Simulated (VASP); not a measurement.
## Pd: single point with PBE

Crystal: Pd.

```
Pd
1.0
     3.25818    0.00000    0.00000
     0.00000    3.25818    0.00000
     0.00000    0.00000    3.25818
Pd
2
Direct
  0.00000 0.00000 0.00000
  0.50000 0.50000 0.50000
```

This isn't the form of Pd at room conditions, which is fcc.

* Program: VASP 6.6.1
* Task: single point
* Functional: PBE
* Potentials or basis: VASP PAW PBE potentials, release 64 (Pd)
* Cutoff: 500 eV
* k mesh: 11 × 11 × 11
* Occupations: fermi-dirac, width 0.05 eV
* Spin: collinear spin
* Starting moments: [0.5, -0.5] μB

```yaml
Pressure: -13.6 GPa
Band_gap_on_the_k_mesh: zero (filled and empty bands overlap)
Net_moment: 0.00 μB per cell
Valence_electrons_inside_the_program's_atomic_spheres: Pd 9.18
```

Levels at points of the mesh, in eV from the Fermi level:
Spin up:
| k point | band 8 | band 9 | band 10 | band 11 | band 12 | band 13 |
| --- | --- | --- | --- | --- | --- | --- |
| (0.00, 0.00, 0.00) | -0.75 | 0.14 | 0.14 | 0.14 | 8.66 | 8.66 |
Spin down:
```tsv
k point	band 7	band 8	band 9	band 10	band 11	band 12	band 13	band 14
(0.00, 0.00, 0.00)	-0.75	-0.75	0.14	0.14	0.14	8.66	8.66	8.66
```

Wall time 20 s on 1 thread of Intel(R) Xeon(R) 6975P-C (Granite Rapids) (shared host), peak memory 0.17 GiB.

Caveat: the cell stands under tension.
